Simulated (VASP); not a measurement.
Write the native input for VASP 6.6.1 that does the following.

```
Task                   : single point
Functional             : LDA
Potentials or basis    : VASP PAW LDA potentials, release 64 (Ge_d, Ga_d)
Cutoff                 : 520 eV
k mesh                 : 6 × 6 × 6
Occupations            : fermi-dirac, width 0.05 eV
Spin                   : no spin polarisation
Dipole correction      : no
Further INCAR settings : ALGO = Normal; EDIFF = 1e-07; NBANDS = 36
```

The structure of GaGe3 lies in POSCAR:

```
GaGe3
1.0
    4.1911258602      0.0000000000      0.0000000000
    0.0000000000      4.1911258602      0.0000000000
    0.0000000000      0.0000000000      4.1911258602
Ge Ga
3 1
Direct
    0.5000000000      0.5000000000      0.0000000000
    0.5000000000      0.0000000000      0.5000000000
    0.0000000000      0.5000000000      0.5000000000
    0.0000000000      0.0000000000      0.0000000000
```

This cell differs from its parent crystal: volume scaled by 0.94.

These files were run (other wordings do the same):

INCAR

```
PREC = Accurate ; ENCUT = 520
EDIFF = 1E-7 ; ISMEAR = -1
SIGMA = 0.05 ; LREAL = False
LASPH = True ; NELM = 60
ALGO = Normal ; ISIF = 2
LWAVE = False ; LCHARG = True
LELF = True ; LVHAR = True
NBANDS = 36
```

KPOINTS

```
Automatic mesh
0
Gamma
  6 6 6
```

Potentials or basis: VASP PAW LDA potentials, release 64 (Ge_d, Ga_d).

Command:

```bash
$ cat potpaw_LDA.64/Ge_d/POTCAR potpaw_LDA.64/Ga_d/POTCAR > POTCAR
$ mpirun -np 1 vasp_std > vasp.out
```

It gave:

```yaml
Pressure: -1.4 GPa
```

It took 20 s on 1 thread of Intel Xeon 6975P-C, with other jobs on the host, peak memory 0.18 GiB.
